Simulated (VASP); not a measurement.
# Sn (Immm) in VASP: notebook

The runs below take Sn through relaxation of cell and atoms, with PBEsol.

All numbers are computed with VASP 6.6.1; they aren't measurements. Logs are shortened: lines on timing, memory, paths and dates and some standing lists are left out, and cuts for length are marked.

### Step 1. The cell of the first run

It takes space group Immm (No. 71, orthorhombic). The conventional cell has a = 3.453 Å, b = 3.551 Å, c = 4.677 Å, α = 90.00°, β = 90.00°, γ = 90.00°. Within 4.7 Å of Sn (site symmetry mmm) lie 14 Sn at 3.41 to 4.68 Å.

### Step 2. Relaxation of cell and atoms, PBEsol, target pressure 10 GPa, at which the enthalpy is minimised

INCAR reads:

```
SYSTEM = Sn
PREC = Accurate
ENCUT = 600
EDIFF = 1E-7
ISMEAR = -1
SIGMA = 0.05
LREAL = .FALSE.
LASPH = .TRUE.
NELM = 100
ALGO = Normal
ISIF = 3
LWAVE = .FALSE.
LCHARG = .FALSE.
GGA = PS
IBRION = 2
NSW = 80
EDIFFG = -0.01
PSTRESS = 100.0
```

KPOINTS reads:

```
regular mesh
0
G
  11 11 11
  0 0 0
```

POSCAR reads:

```
Sn
1.0
   -1.7265390000      1.7755470000      2.3383420000
    1.7265390000     -1.7755470000      2.3383420000
    1.7265390000      1.7755470000     -2.3383420000
Sn
1
Direct
    0.0000000000      0.0000000000      0.0000000000
```

Potentials or basis: VASP PAW PBE potentials, release 64 (Sn_d).

Launch:

```console
$ cat potpaw_PBE.64/Sn_d/POTCAR > POTCAR
$ mpirun -np 1 vasp_std > vasp.out
```

OUTCAR:

```text
SYSTEM = Sn
   PREC = Accurate
   ENCUT = 600
   EDIFF = 1E-7
   ISMEAR = -1
   LREAL = .FALSE.
   LASPH = .TRUE.
   NELM = 100
   ISIF = 3
   GGA = PS
   IBRION = 2
   NSW = 80
   EDIFFG = -0.01
   PSTRESS = 100.0

 ion  position               nearest neighbor table
   1  0.000  0.000  0.000-

  LATTYP: Found a body centered orthorhombic cell.
 ALAT       =     3.4530780000
 B/A-ratio  =     1.0283851103
 C/A-ratio  =     1.3543522620

  Lattice vectors:

 A1 = (  -1.7265390000,   1.7755470000,   2.3383420000)
 A2 = (   1.7265390000,  -1.7755470000,   2.3383420000)
 A3 = (   1.7265390000,   1.7755470000,  -2.3383420000)

Analysis of symmetry for initial positions (statically):
=====================================================================
 Subroutine PRICEL returns:
 Original cell was already a primitive cell.

 Routine SETGRP: Setting up the symmetry group for a
 body centered orthorhombic supercell.

 Subroutine GETGRP returns: Found  8 space group operations
 (whereof  8 operations were pure point group operations)
 out of a pool of  8 trial point group operations.

The static configuration has the point symmetry D_2h.

Analysis of symmetry for dynamics (positions and initial velocities):
=====================================================================
 Subroutine PRICEL returns:
 Original cell was already a primitive cell.

 Routine SETGRP: Setting up the symmetry group for a
 body centered orthorhombic supercell.

 Subroutine GETGRP returns: Found  8 space group operations
 (whereof  8 operations were pure point group operations)
 out of a pool of  8 trial point group operations.

The dynamic configuration has the point symmetry D_2h.

 Subroutine INISYM returns: Found  8 space group operations
 (whereof  8 operations are pure point group operations),
 and found     1 'primitive' translations

----------------------------------------------------------------------------------------

                                     Primitive cell

  volume of cell :      28.6732

  direct lattice vectors                    reciprocal lattice vectors
    -1.726539000  1.775547000  2.338342000     0.000000000  0.281603359  0.213826720
     1.726539000 -1.775547000  2.338342000     0.289596702  0.000000000  0.213826720
     1.726539000  1.775547000 -2.338342000     0.289596702  0.281603359  0.000000000

  length of vectors
     3.406075069  3.406075069  3.406075069     0.353584952  0.359983494  0.403938983

  position of ions in fractional coordinates (direct lattice)
     0.000000000  0.000000000  0.000000000

  ion indices of the primitive-cell ions
   primitive index   ion index
                 1           1

----------------------------------------------------------------------------------------

 KPOINTS: regular mesh

Automatic generation of k-mesh.
 Grid dimensions read from file:
 generate k-points for:   11   11   11

 Generating k-lattice:

  Cartesian coordinates                     Fractional coordinates (reciprocal lattice)
     0.000000000  0.025600305  0.019438793     0.090909091  0.000000000 -0.000000000
     0.026326973  0.000000000  0.019438793     0.000000000  0.090909091  0.000000000
     0.026326973  0.025600305  0.000000000    -0.000000000  0.000000000  0.090909091

  Length of vectors
     0.032144087  0.032725772  0.036721726

  Shift w.r.t. Gamma in fractional coordinates (k-lattice)
     0.000000000  0.000000000  0.000000000

 Subroutine IBZKPT returns following result:
 ===========================================

 Found    216 irreducible k-points:

 Following reciprocal coordinates:
            Coordinates               Weight
  0.000000  0.000000  0.000000      1.000000
  0.090909  0.000000  0.000000      4.000000
  0.181818 -0.000000  0.000000      4.000000
  0.272727  0.000000  0.000000      4.000000
  0.363636 -0.000000  0.000000      4.000000
  0.454545  0.000000  0.000000      4.000000
[... 16 lines left out ...]
  0.454545  0.181818  0.000000      8.000000
 -0.454545  0.181818  0.000000      8.000000
 [... further k-points ...]
   k-points           NKPTS =    216   k-points in BZ     NKDIM =    216   number of bands    NBANDS=     11
   number of dos      NEDOS =    301   number of ions     NIONS =      1
   total plane-waves  NPLWV =  21952
   dimension x,y,z NGX =    28 NGY =   28 NGZ =   28
   dimension x,y,z NGXF=    56 NGYF=   56 NGZF=   56
   ions per type =               1
   NGX,Y,Z   is equivalent  to a cutoff of  13.67, 13.67, 13.67 a.u.
   NGXF,Y,Z  is equivalent  to a cutoff of  27.33, 27.33, 27.33 a.u.
 SYSTEM =  Sn
   PREC   = accura    normal or accurate (medium, high low for compatibility)
   ISTART =      0    job   : 0-new  1-cont  2-samecut
   ICHARG =      2    charge: 1-file 2-atom 10-const
   ISPIN  =      1    spin polarized calculation?
   LNONCOLLINEAR =      F non collinear calculations
   LSORBIT =      F    spin-orbit coupling
   LASPH  =      T    aspherical Exc in radial PAW
   ENCUT  =  600.0 eV  44.10 Ry    6.64 a.u.   6.80  6.80  6.80*2*pi/ulx,y,z
   NELM   =    100;   NELMIN=  2; NELMDL= -5     # of ELM steps
   EDIFF  = 0.1E-06   stopping-criterion for ELM
   LREAL  =      F    real-space projection
   EDIFFG = -.1E-01   stopping-criterion for IOM
   NSW    =     80    number of steps for IOM
   IBRION =      2    ionic relax: 0-MD 1-quasi-New 2-CG
   NFREE  =      1    steps in history (QN), initial steepest desc. (CG)
   ISIF   =      3    stress and relaxation
   ISYM   =      2    0-nonsym 1-usesym 2-fastsym
   POTIM  = 0.5000    time-step for ionic-motion
   TEBEG  =    0.0;   TEEND  =   0.0 temperature during run
   PSTRESS=  100.0 pullay stress
   NELECT =      14.0000    total number of electrons
   NUPDOWN=      -1.0000    fix difference up-down
   EMIN   =  10.00;   EMAX   =-10.00  energy-range for DOS
   EFERMI =   0.00;   METHOD = LEGACY
   ISMEAR =    -1;   SIGMA  =   0.05  broadening in eV -4-tet -1-fermi 0-gaus
   EFERMI_NEDOS =   21; number of points for ismear=-14 and -15
   IALGO  =     38    algorithm
   IMIX   =      4    mixing-type and parameters
     AMIX     =   0.40;   BMIX     =  1.00
     AMIX_MAG =   1.60;   BMIX_MAG =  1.00
  volume/ion in A,a.u.               =      28.67       193.50
  Fermi-wavevector in a.u.,A,eV,Ry     =   1.289116  2.436076 22.610433  1.661820
  Thomas-Fermi vector in A             =   2.421028
   LORBIT       =      0    0 simple, 1 ext, 2 COOP (PROOUT), +10 PAW based schemes
   GGA     = PS    functional components
   LHFCALC =     F    Hartree Fock is set to
   AEXX    =    0.0000 exact exchange contribution
   IVDW    =     0    specifies the selected vdW correction
   LEPSILON=     F    determine dielectric tensor
   LRPA    =     F    only Hartree local field effects (RPA)
 conjugate gradient relaxation of ions
 non-spin polarized calculation
  energy-cutoff  :      600.00
  volume of cell :       28.67
 maximum number of plane-waves:       971
   NGX = 13   NGY = 13   NGZ = 13

--------------------------------------- Ionic step        1  -------------------------------------------

 number of electron      13.9999998 magnetization

 Free energy of the ion-electron system (eV)
  ---------------------------------------------------
  ext. energy  EPLUGINS =         0.00000000
  ---------------------------------------------------
  free energy    TOTEN  =        -4.21320326 eV

  energy without entropy =       -4.20969095  energy(sigma->0) =       -4.21144711

------------------------ aborting loop because EDIFF is reached ----------------------------------------

  FORCE on cell =-STRESS in cart. coord.  units (eV):
  Direction    XX          YY          ZZ          XY          YZ          ZX
  --------------------------------------------------------------------------------------
  -------------------------------------------------------------------------------------
  Total       -0.5358019     -0.8272462     -0.5838853     -0.0000000      0.0000000      0.0000000
  in kB      -29.9390683    -46.2241351    -32.6258251     -0.0000000      0.0000000      0.0000000
  external PRESSURE =    -136.2630095 kB  Pullay stress =     100.0000000 kB
[... 90 lines left out ...]
  FREE ENERGIE OF THE ION-ELECTRON SYSTEM (eV)
  ---------------------------------------------------
  free  energy   TOTEN  =        -4.1545575969 eV

  energy  without entropy=       -4.1496744065  energy(sigma->0) =       -4.15211600

  enthalpy is  TOTEN    =        -2.6983561869 eV   P V=        1.4562014099

 E-fermi :   9.9664     XC(G=0): -11.2515

 val. band max:        9.9394777352   @ k =   0.3636   0.2727   0.1818
 cond. band min:       9.9735272276   @ k =   0.3636  -0.3636   0.1818
 fundamental gap:      0.0340494924
 Fermi energy:         9.9663721659

 k-point     1 :       0.0000    0.0000    0.0000
  band No.  band energies     occupation
      1     -11.5770      2.00000
      2     -11.5769      2.00000
      3     -11.5257      2.00000
      4     -11.4601      2.00000
      5     -11.4034      2.00000
      6      -2.3787      2.00000
      7      18.9477      0.00000
      8      19.0899      0.00000
      9      19.0902      0.00000
     10      20.7880      0.00000
     11      22.8624      0.00000
[... 309 lines left out ...]
 k-point    24 :      -0.4545    0.1818    0.0000
  band No.  band energies     occupation
      1     -11.6052      2.00000
      2     -11.5258      2.00000
      3     -11.4629      2.00000
      4     -11.3874      2.00000
      5     -11.3077      2.00000
      6       1.8805      2.00000
      7       7.4036      2.00000
      8      12.9782      0.00000
      9      14.8016      0.00000
     10      17.9133      0.00000
     11      23.9847      0.00000

 [... further k-points ...]

[... ionic steps 4 to 12 ...]

--------------------------------------- Ionic step       13  -------------------------------------------

 number of electron      14.0000003 magnetization

------------------------ aborting loop because EDIFF is reached ----------------------------------------

  FORCE on cell =-STRESS in cart. coord.  units (eV):
  Direction    XX          YY          ZZ          XY          YZ          ZX
  --------------------------------------------------------------------------------------
  -------------------------------------------------------------------------------------
  Total        1.4304708      1.4451615      1.4414200      0.0000000      0.0000000      0.0000000
  in kB       98.7706519     99.7850086     99.5266662      0.0000000      0.0000000      0.0000000
  external PRESSURE =      -0.6392244 kB  Pullay stress =     100.0000000 kB
[... 59 lines left out ...]
  enthalpy is  TOTEN    =        -2.7009757808 eV   P V=        1.4437519061

--------------------------------------- Ionic step       15  -------------------------------------------

 number of electron      14.0000002 magnetization

 Free energy of the ion-electron system (eV)
  ---------------------------------------------------
  ext. energy  EPLUGINS =         0.00000000
  ---------------------------------------------------
  free energy    TOTEN  =        -4.14806789 eV

  energy without entropy =       -4.14368795  energy(sigma->0) =       -4.14587792

 E-fermi :  10.0274     XC(G=0): -11.2704

 val. band max:        9.9721482916   @ k =   0.4545  -0.3636   0.0909
 cond. band min:      10.0343530205   @ k =   0.3636   0.2727   0.1818
 fundamental gap:      0.0622047289
 Fermi energy:        10.0274122281

 k-point     1 :       0.0000    0.0000    0.0000
  band No.  band energies     occupation
      1     -11.5227      2.00000
      2     -11.5225      2.00000
      3     -11.4834      2.00000
      4     -11.4013      2.00000
      5     -11.3576      2.00000
      6      -2.3576      2.00000
      7      19.0540      0.00000
      8      19.1583      0.00000
      9      19.1635      0.00000
     10      20.8297      0.00000
     11      22.9493      0.00000
[... 309 lines left out ...]
 k-point    24 :      -0.4545    0.1818    0.0000
  band No.  band energies     occupation
      1     -11.5536      2.00000
      2     -11.4740      2.00000
      3     -11.4140      2.00000
      4     -11.3351      2.00000
      5     -11.2536      2.00000
      6       1.9376      2.00000
      7       7.4226      2.00000
      8      13.1399      0.00000
      9      14.8219      0.00000
     10      17.8940      0.00000
     11      24.0951      0.00000

 [... further k-points ...]

------------------------ aborting loop because EDIFF is reached ----------------------------------------

  FORCE on cell =-STRESS in cart. coord.  units (eV):
  Direction    XX          YY          ZZ          XY          YZ          ZX
  --------------------------------------------------------------------------------------
  -------------------------------------------------------------------------------------
  Total        1.4453956      1.4495485      1.4488565      0.0000000      0.0000000      0.0000000
  in kB       99.8861268    100.1731236    100.1252989      0.0000000      0.0000000      0.0000000
  external PRESSURE =       0.0615164 kB  Pullay stress =     100.0000000 kB
[... 16 lines left out ...]
  FREE ENERGIE OF THE ION-ELECTRON SYSTEM (eV)
  ---------------------------------------------------
  free  energy   TOTEN  =        -4.1480678949 eV

  energy  without entropy=       -4.1436879549  energy(sigma->0) =       -4.14587792

  enthalpy is  TOTEN    =        -2.7010245222 eV   P V=        1.4470433728

 reached required accuracy - stopping structural energy minimisation
```

Run time: 4.7 min. Hardware: 1 thread of Intel Xeon 6975P-C (Granite Rapids), shared host; peak memory 0.23 GiB.

Results:

| Property | Result |
| --- | --- |
| Free energy | -4.1481 eV |
| Relaxed volume | 23.18 Å³/atom |
| Relaxed cell | a = 3.181 Å, b = 3.181 Å, c = 3.181 Å, α = 118.72°, β = 118.73°, γ = 92.22° |
| Space group after relaxing (to 0.1 Å) | I4/mmm (No. 139) |
| Energy change on relaxing (the run minimises the enthalpy) | +65.1 meV/atom |
| Ionic steps | 15 |
| Pressure after relaxing | 10.0 GPa |
| Band gap on the k mesh | zero (bands 7 and 8 overlap by 11.33 eV) |

Step by step:
```csv
step,energy change (eV),largest force (eV/Å),pressure (GPa),volume (Å³)
1,0.0000,0.0000,-3.63,28.67
2,0.4982,0.0000,32.60,19.70
3,0.0586,0.0000,9.49,23.33
4,0.0654,0.0000,9.94,23.22
5,0.0718,0.0000,10.37,23.12
6,0.0706,0.0000,10.40,23.10
7,0.0706,0.0000,10.38,23.10
8,0.0599,0.0000,9.67,23.27
9,0.0646,0.0000,9.98,23.20
10,0.0645,0.0000,9.97,23.20
11,0.0644,0.0000,9.97,23.20
12,0.0642,0.0000,9.96,23.20
13,0.0639,0.0000,9.94,23.20
14,0.0685,0.0000,10.25,23.13
15,0.0651,0.0000,10.01,23.18
```

Final structure:
```cif
data_structure
_symmetry_space_group_name_H-M 'P 1'
_symmetry_Int_Tables_number 1
_cell_length_a 3.1812
_cell_length_b 3.1812
_cell_length_c 3.1812
_cell_angle_alpha 118.720
_cell_angle_beta 118.732
_cell_angle_gamma 92.221
_cell_volume 23.18
loop_
_atom_site_label
_atom_site_type_symbol
_atom_site_fract_x
_atom_site_fract_y
_atom_site_fract_z
_atom_site_occupancy
Sn1 Sn 0.00000 0.00000 0.00000 1
```

Caveat: the cell is relaxed towards a set pressure, so the run minimises the enthalpy, not the energy; the volume moved by over 15 % at a fixed basis, so the end points are rough; the PAW data sets were made with another functional, which shifts forces and pressure a little; spin-orbit coupling is left out, which moves the levels of the heavy elements.

(Part 1 of 2 ends here.)
